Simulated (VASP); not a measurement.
# CdSe (Pm-3m) in VASP: notebook

The runs below take CdSe through single point, with PBE.

Program: VASP 6.6.1. These are calculated values, not measurements. Logs are shortened: lines on timing, memory, paths and dates and some standing lists are left out, and cuts for length are marked.

### Step 1. The cell of the first run

The structure is cubic, space group Pm-3m (No. 221). Conventional cell: a = 3.533 Å, b = 3.533 Å, c = 3.533 Å, α = 90.00°, β = 90.00°, γ = 90.00°. Within 4.0 Å of Cd (site symmetry m-3m) lie 8 Se at 3.06 Å and 6 Cd at 3.53 Å. Se (site symmetry m-3m) has 8 Cd at 3.06 Å and 6 Se at 3.53 Å within 4.0 Å.

### Step 2. Single point, PBE

Contents of INCAR:

```
  PREC = Accurate
  ENCUT = 520
  EDIFF = 1E-7
  ISMEAR = -1
  SIGMA = 0.001
  LREAL = F
  LASPH = T
  NELM = 100
  ALGO = Normal
  ISIF = 2
  LWAVE = F
  LCHARG = T
  GGA = PE
  LELF = T
  LVHAR = T
  NBANDS = 16
```

Contents of KPOINTS:

```
regular mesh
0
Gamma
  6 6 6
```

Contents of POSCAR:

```
CdSe
1.0
    3.5331017187      0.0000000000      0.0000000000
    0.0000000000      3.5331017187      0.0000000000
    0.0000000000      0.0000000000      3.5331017187
Cd Se
1 1
Direct
    0.0000000000      0.0000000000      0.0000000000
    0.5000000000      0.5000000000      0.5000000000
```

Potentials or basis: VASP PAW PBE potentials, release 64 (Cd, Se).

Run with:

```sh
cat potpaw_PBE.64/Cd/POTCAR potpaw_PBE.64/Se/POTCAR > POTCAR
mpirun -np 1 vasp_std > vasp.out
```

OUTCAR:

```text
PREC = Accurate
   ENCUT = 520
   EDIFF = 1E-7
   ISMEAR = -1
   LREAL = F
   LASPH = T
   NELM = 100
   ISIF = 2
   GGA = PE

 ion  position               nearest neighbor table
   1  0.000  0.000  0.000-   2 3.06   2 3.06   2 3.06   2 3.06   2 3.06   2 3.06   2 3.06   2 3.06

   2  0.500  0.500  0.500-   1 3.06   1 3.06   1 3.06   1 3.06   1 3.06   1 3.06   1 3.06   1 3.06

  LATTYP: Found a simple cubic cell.
 ALAT       =     3.5331017187

  Lattice vectors:

 A1 = (   3.5331017187,   0.0000000000,   0.0000000000)
 A2 = (   0.0000000000,   3.5331017187,   0.0000000000)
 A3 = (   0.0000000000,   0.0000000000,   3.5331017187)

Analysis of symmetry for initial positions (statically):
=====================================================================
 Subroutine PRICEL returns:
 Original cell was already a primitive cell.

 Routine SETGRP: Setting up the symmetry group for a
 simple cubic supercell.

 Subroutine GETGRP returns: Found 48 space group operations
 (whereof 48 operations were pure point group operations)
 out of a pool of 48 trial point group operations.

The static configuration has the point symmetry O_h .

Analysis of symmetry for dynamics (positions and initial velocities):
=====================================================================
 Subroutine PRICEL returns:
 Original cell was already a primitive cell.

 Routine SETGRP: Setting up the symmetry group for a
 simple cubic supercell.

 Subroutine GETGRP returns: Found 48 space group operations
 (whereof 48 operations were pure point group operations)
 out of a pool of 48 trial point group operations.

The dynamic configuration has the point symmetry O_h .

 Subroutine INISYM returns: Found 48 space group operations
 (whereof 48 operations are pure point group operations),
 and found     1 'primitive' translations

----------------------------------------------------------------------------------------

                                     Primitive cell

  volume of cell :      44.1030

  direct lattice vectors                    reciprocal lattice vectors
     3.533101719  0.000000000  0.000000000     0.283037421  0.000000000  0.000000000
     0.000000000  3.533101719  0.000000000     0.000000000  0.283037421  0.000000000
     0.000000000  0.000000000  3.533101719     0.000000000  0.000000000  0.283037421

  length of vectors
     3.533101719  3.533101719  3.533101719     0.283037421  0.283037421  0.283037421

  position of ions in fractional coordinates (direct lattice)
     0.000000000  0.000000000  0.000000000
     0.500000000  0.500000000  0.500000000

  ion indices of the primitive-cell ions
   primitive index   ion index
                 1           1
                 2           2

----------------------------------------------------------------------------------------

 KPOINTS: regular mesh

Automatic generation of k-mesh.
 Grid dimensions read from file:
 generate k-points for:    6    6    6

 Generating k-lattice:

  Cartesian coordinates                     Fractional coordinates (reciprocal lattice)
     0.047172904  0.000000000  0.000000000     0.166666667  0.000000000  0.000000000
     0.000000000  0.047172904  0.000000000     0.000000000  0.166666667  0.000000000
     0.000000000  0.000000000  0.047172904     0.000000000  0.000000000  0.166666667

  Length of vectors
     0.047172904  0.047172904  0.047172904

  Shift w.r.t. Gamma in fractional coordinates (k-lattice)
     0.000000000  0.000000000  0.000000000

 Subroutine IBZKPT returns following result:
 ===========================================

 Found     20 irreducible k-points:

 Following reciprocal coordinates:
            Coordinates               Weight
  0.000000  0.000000  0.000000      1.000000
  0.166667  0.000000  0.000000      6.000000
  0.333333  0.000000  0.000000      6.000000
  0.500000  0.000000  0.000000      3.000000
  0.166667  0.166667  0.000000     12.000000
  0.333333  0.166667  0.000000     24.000000
[... 12 lines left out ...]
  0.500000  0.500000  0.333333      6.000000
  0.500000  0.500000  0.500000      1.000000
   k-points           NKPTS =     20   k-points in BZ     NKDIM =     20   number of bands    NBANDS=     16
   number of dos      NEDOS =    301   number of ions     NIONS =      2
   total plane-waves  NPLWV =  21952
   dimension x,y,z NGX =    28 NGY =   28 NGZ =   28
   dimension x,y,z NGXF=    56 NGYF=   56 NGZF=   56
   ions per type =               1   1
   NGX,Y,Z   is equivalent  to a cutoff of  13.18, 13.18, 13.18 a.u.
   NGXF,Y,Z  is equivalent  to a cutoff of  26.35, 26.35, 26.35 a.u.
 SYSTEM =  unknown system
   PREC   = accura    normal or accurate (medium, high low for compatibility)
   ISTART =      0    job   : 0-new  1-cont  2-samecut
   ICHARG =      2    charge: 1-file 2-atom 10-const
   ISPIN  =      1    spin polarized calculation?
   LNONCOLLINEAR =      F non collinear calculations
   LSORBIT =      F    spin-orbit coupling
   LASPH  =      T    aspherical Exc in radial PAW
   ENCUT  =  520.0 eV  38.22 Ry    6.18 a.u.   6.57  6.57  6.57*2*pi/ulx,y,z
   NELM   =    100;   NELMIN=  2; NELMDL= -5     # of ELM steps
   EDIFF  = 0.1E-06   stopping-criterion for ELM
   LREAL  =      F    real-space projection
   EDIFFG = 0.1E-05   stopping-criterion for IOM
   NSW    =      0    number of steps for IOM
   IBRION =     -1    ionic relax: 0-MD 1-quasi-New 2-CG
   NFREE  =      0    steps in history (QN), initial steepest desc. (CG)
   ISIF   =      2    stress and relaxation
   ISYM   =      2    0-nonsym 1-usesym 2-fastsym
   POTIM  = 0.5000    time-step for ionic-motion
   TEBEG  =    0.0;   TEEND  =   0.0 temperature during run
   PSTRESS=    0.0 pullay stress
   NELECT =      18.0000    total number of electrons
   NUPDOWN=      -1.0000    fix difference up-down
   EMIN   =  10.00;   EMAX   =-10.00  energy-range for DOS
   EFERMI =   0.00;   METHOD = LEGACY
   ISMEAR =    -1;   SIGMA  =   0.00  broadening in eV -4-tet -1-fermi 0-gaus
   EFERMI_NEDOS =   21; number of points for ismear=-14 and -15
   IALGO  =     38    algorithm
   IMIX   =      4    mixing-type and parameters
     AMIX     =   0.40;   BMIX     =  1.00
     AMIX_MAG =   1.60;   BMIX_MAG =  1.00
  volume/ion in A,a.u.               =      22.05       148.81
  Fermi-wavevector in a.u.,A,eV,Ry     =   1.214347  2.294783 20.063682  1.474639
  Thomas-Fermi vector in A             =   2.349770
   LORBIT       =      0    0 simple, 1 ext, 2 COOP (PROOUT), +10 PAW based schemes
   GGA     = PE    functional components
   LHFCALC =     F    Hartree Fock is set to
   AEXX    =    0.0000 exact exchange contribution
   IVDW    =     0    specifies the selected vdW correction
   LEPSILON=     F    determine dielectric tensor
   LRPA    =     F    only Hartree local field effects (RPA)
 non-spin polarized calculation
  energy-cutoff  :      520.00
  volume of cell :       44.10
 maximum number of plane-waves:      1213
 NGX is ok and might be reduce to    28
   NGX = 13   NGY = 13   NGZ = 13

 number of electron      17.9999995 magnetization

 Free energy of the ion-electron system (eV)
  ---------------------------------------------------
  ext. energy  EPLUGINS =         0.00000000
  ---------------------------------------------------
  free energy    TOTEN  =        -4.27260107 eV

  energy without entropy =       -4.27257604  energy(sigma->0) =       -4.27258856

 E-fermi :   3.5343     XC(G=0): -10.5049

 val. band max:        3.5326578257   @ k =   0.5000   0.0000   0.0000
 cond. band min:       3.5640039158   @ k =   0.5000   0.1667   0.0000
 fundamental gap:      0.0313460900
 Fermi energy:         3.5342672637

 k-point     1 :       0.0000    0.0000    0.0000
  band No.  band energies     occupation
      1     -10.2487      2.00000
      2      -5.3433      2.00000
      3      -5.3433      2.00000
      4      -4.9051      2.00000
      5      -4.9051      2.00000
      6      -4.9051      2.00000
[... 8 lines left out ...]
     15      14.1925      0.00000
     16      18.1645      0.00000

 k-point     2 :       0.1667    0.0000    0.0000
  band No.  band energies     occupation
      1     -10.0586      2.00000
      2      -5.3312      2.00000
      3      -5.2806      2.00000
      4      -4.9610      2.00000
      5      -4.9610      2.00000
      6      -4.9006      2.00000
[... 8 lines left out ...]
     15      13.3567      0.00000
     16      17.3815      0.00000

 k-point     3 :       0.3333    0.0000    0.0000
  band No.  band energies     occupation
      1      -9.6115      2.00000
      2      -5.3069      2.00000
      3      -5.1991      2.00000
      4      -5.0679      2.00000
      5      -5.0679      2.00000
      6      -4.8917      2.00000
[... 8 lines left out ...]
     15      15.1628      0.00000
     16      15.7074      0.00000

 k-point     4 :       0.5000    0.0000    0.0000
  band No.  band energies     occupation
      1      -9.3377      2.00000
      2      -5.2947      2.00000
      3      -5.2113      2.00000
      4      -5.1191      2.00000
      5      -5.1191      2.00000
      6      -4.8872      2.00000
[... 8 lines left out ...]
     15      14.2503      0.00000
     16      18.3265      0.00000

 k-point     5 :       0.1667    0.1667    0.0000
  band No.  band energies     occupation
      1      -9.8837      2.00000
      2      -5.2983      2.00000
      3      -5.2297      2.00000
      4      -5.0004      2.00000
      5      -4.9663      2.00000
      6      -4.9374      2.00000
[... 8 lines left out ...]
     15      14.2014      0.00000
     16      16.2206      0.00000

 k-point     6 :       0.3333    0.1667    0.0000
  band No.  band energies     occupation
      1      -9.4804      2.00000
      2      -5.2702      2.00000
      3      -5.1310      2.00000
      4      -5.0523      2.00000
      5      -5.0385      2.00000
      6      -4.9322      2.00000
[... 8 lines left out ...]
     15      15.8602      0.00000
     16      16.1218      0.00000

 k-point     7 :       0.5000    0.1667    0.0000
  band No.  band energies     occupation
      1      -9.2412      2.00000
      2      -5.2535      2.00000
      3      -5.0983      2.00000
      4      -5.0980      2.00000
      5      -5.0526      2.00000
      6      -4.9249      2.00000
[... 8 lines left out ...]
     15      16.0885      0.00000
     16      16.5412      0.00000

 k-point     8 :       0.3333    0.3333    0.0000
  band No.  band energies     occupation
      1      -9.1953      2.00000
      2      -5.2260      2.00000
      3      -5.0297      2.00000
      4      -5.0024      2.00000
      5      -4.9487      2.00000
      6      -4.9390      2.00000
[... 8 lines left out ...]
     15      14.7430      0.00000
     16      16.7333      0.00000

 k-point     9 :       0.5000    0.3333    0.0000
  band No.  band energies     occupation
      1      -9.0392      2.00000
      2      -5.1980      2.00000
      3      -5.0562      2.00000
      4      -4.9987      2.00000
      5      -4.8566      2.00000
      6      -4.8420      2.00000
[... 8 lines left out ...]
     15      14.8634      0.00000
     16      16.5738      0.00000
[... 96 lines left out ...]
 k-point    15 :       0.5000    0.3333    0.1667
  band No.  band energies     occupation
      1      -8.8902      2.00000
      2      -5.2101      2.00000
      3      -5.1261      2.00000
      4      -5.0770      2.00000
      5      -4.8370      2.00000
      6      -4.8265      2.00000
[... 8 lines left out ...]
     15      15.7434      0.00000
     16      16.2486      0.00000

 k-point    16 :       0.5000    0.5000    0.1667
  band No.  band energies     occupation
      1      -8.7617      2.00000
      2      -5.1594      2.00000
      3      -5.1594      2.00000
      4      -5.0647      2.00000
      5      -4.8147      2.00000
      6      -4.7397      2.00000
[... 8 lines left out ...]
     15      16.5761      0.00000
     16      16.5761      0.00000

 k-point    17 :       0.3333    0.3333    0.3333
  band No.  band energies     occupation
      1      -8.7325      2.00000
      2      -5.2947      2.00000
      3      -5.2947      2.00000
      4      -4.8998      2.00000
      5      -4.8998      2.00000
      6      -4.8927      2.00000
[... 8 lines left out ...]
     15      16.2922      0.00000
     16      16.2922      0.00000

 k-point    18 :       0.5000    0.3333    0.3333
  band No.  band energies     occupation
      1      -8.5482      2.00000
      2      -5.3738      2.00000
      3      -5.2942      2.00000
      4      -4.9947      2.00000
      5      -4.8939      2.00000
      6      -4.8000      2.00000
[... 8 lines left out ...]
     15      16.6660      0.00000
     16      18.6160      0.00000

 k-point    19 :       0.5000    0.5000    0.3333
  band No.  band energies     occupation
      1      -8.3462      2.00000
      2      -5.3725      2.00000
      3      -5.3725      2.00000
      4      -5.2016      2.00000
      5      -4.8449      2.00000
      6      -4.7354      2.00000
[... 8 lines left out ...]
     15      19.4245      0.00000
     16      19.4245      0.00000

 k-point    20 :       0.5000    0.5000    0.5000
  band No.  band energies     occupation
      1      -8.0781      2.00000
      2      -5.4659      2.00000
      3      -5.4659      2.00000
      4      -5.4659      2.00000
      5      -4.7332      2.00000
      6      -4.7332      2.00000
[... 8 lines left out ...]
     15      20.4817      0.00000
     16      20.4817      0.00000

------------------------ aborting loop because EDIFF is reached ----------------------------------------

  FORCE on cell =-STRESS in cart. coord.  units (eV):
  Direction    XX          YY          ZZ          XY          YZ          ZX
  --------------------------------------------------------------------------------------
  -------------------------------------------------------------------------------------
  Total        0.4011395      0.4011395      0.4011395      0.0000000     -0.0000000      0.0000000
  in kB       14.5726201     14.5726201     14.5726201      0.0000000     -0.0000000      0.0000000
  external PRESSURE =      14.5726201 kB  Pullay stress =       0.0000000 kB

 VOLUME and BASIS-vectors are now :
 -----------------------------------------------------------------------------
  energy-cutoff  :      520.00
  volume of cell :       44.10
      direct lattice vectors                 reciprocal lattice vectors
     3.533101719  0.000000000  0.000000000     0.283037421  0.000000000  0.000000000
     0.000000000  3.533101719  0.000000000     0.000000000  0.283037421  0.000000000
     0.000000000  0.000000000  3.533101719     0.000000000  0.000000000  0.283037421

 POSITION                                       TOTAL-FORCE (eV/Angst)
 -----------------------------------------------------------------------------------
      0.00000      0.00000      0.00000         0.000000      0.000000      0.000000
      1.76655      1.76655      1.76655         0.000000      0.000000      0.000000
 -----------------------------------------------------------------------------------
    total drift:                               -0.000000      0.000000     -0.000000

  FREE ENERGIE OF THE ION-ELECTRON SYSTEM (eV)
  ---------------------------------------------------
  free  energy   TOTEN  =        -4.2726010717 eV

  energy  without entropy=       -4.2725760405  energy(sigma->0) =       -4.27258856
```

Run time: 15 s. Hardware: 1 thread of Intel Xeon Platinum 8375C at 2.90GHz (Ice Lake), shared host; peak memory 0.16 GiB.

Results:

| Quantity | Value |
| --- | --- |
| Free energy | -4.2726 eV |
| Pressure | 1.5 GPa |
| Band gap on the k mesh | zero (band 9 reaches 3.56 eV, above the bottom of band 10 at 2.27 eV) |

### Step 3. Single point, PBE

Contents of INCAR:

```
SYSTEM = CdSe
ALGO = Normal
EDIFF = 1E-7
ENCUT = 520
GGA = PE
ISIF = 2
ISMEAR = -1
ISYM = 0
LASPH = .TRUE.
LCHARG = .FALSE.
LREAL = .FALSE.
LWAVE = .FALSE.
NBANDS = 16
NELM = 60
PREC = Accurate
SIGMA = 0.02
```

Contents of KPOINTS:

```
k-points
0
G
  8 8 1
  0 0 0
```

POSCAR is that of step 2.

Potentials or basis: VASP PAW PBE potentials, release 64 (Cd, Se).

Run with:

```sh
cat potpaw_PBE.64/Cd/POTCAR potpaw_PBE.64/Se/POTCAR > POTCAR
mpirun -np 1 vasp_std > vasp.out
```

It took 23 s on 1 thread of Intel Xeon Platinum 8375C at 2.90GHz (Ice Lake), shared host; peak memory 0.16 GiB.

The run converged, but its numbers aren't listed here, since they failed a check.

Caveat: the k points lie up to 1.78 Å⁻¹ apart.

### Step 4. Single point, PBE, collinear spin, ferromagnetic start

Contents of INCAR:

```
SYSTEM = CdSe
  PREC = Accurate
  ENCUT = 520
  EDIFF = 1E-6
  ISMEAR = -1
  SIGMA = 0.02
  LREAL = .FALSE.
  LASPH = .TRUE.
  NELM = 150
  ALGO = Normal
  ISIF = 2
  LWAVE = .FALSE.
  LCHARG = .TRUE.
  ISPIN = 2
  MAGMOM = 0 0.11
  LORBIT = 11
  GGA = PE
  LELF = .TRUE.
  LVHAR = .TRUE.
  NBANDS = 20
```

Contents of KPOINTS:

```
regular mesh
0
G
  6 6 6
  0 0 0
```

POSCAR is that of step 3.

Run with:

```sh
cat potpaw_PBE.64/Cd/POTCAR potpaw_PBE.64/Se/POTCAR > POTCAR
mpirun -np 1 vasp_std > vasp.out
```

Wall time 24 s (1 thread of Intel Xeon Platinum 8375C at 2.90GHz (Ice Lake), shared host); peak memory 0.18 GiB.

The run converged. Its results:

* Free energy: -4.2748 eV
* Pressure: 1.5 GPa
* Net moment: 0.12 μB per cell
* Site moments: Cd +0.00; Se +0.08 μB
* Valence electrons inside the program's atomic spheres: Cd 10.18; Se 3.77

Levels at points of the mesh, in eV from the Fermi level:
Spin up:
```
           k point  band 6  band 7  band 8  band 9  band 10  band 11  band 12  band 13
(0.00, 0.00, 0.00)   -8.41   -1.62   -1.31   -1.31    -1.31     6.03     6.03    10.66
(0.50, 0.00, 0.00)   -8.40   -6.12   -0.05   -0.05     2.68     3.94     6.54     6.54
(0.50, 0.50, 0.00)   -8.18   -4.57   -4.57   -1.54     0.08     7.14     7.14     8.08
(0.50, 0.50, 0.50)   -8.24   -2.32   -2.32   -2.32     1.35     1.35     1.35     1.63
```
Spin down:
```
           k point  band 7  band 8  band 9  band 10  band 11  band 12
(0.00, 0.00, 0.00)   -1.61   -1.22   -1.22    -1.22     6.06     6.06
(0.50, 0.00, 0.00)   -6.09    0.05    0.05     2.69     3.98     6.57
(0.50, 0.50, 0.00)   -4.51   -4.51   -1.54     0.18     7.16     7.16
(0.50, 0.50, 0.50)   -2.24   -2.24   -2.24     1.35     1.35     1.35
```
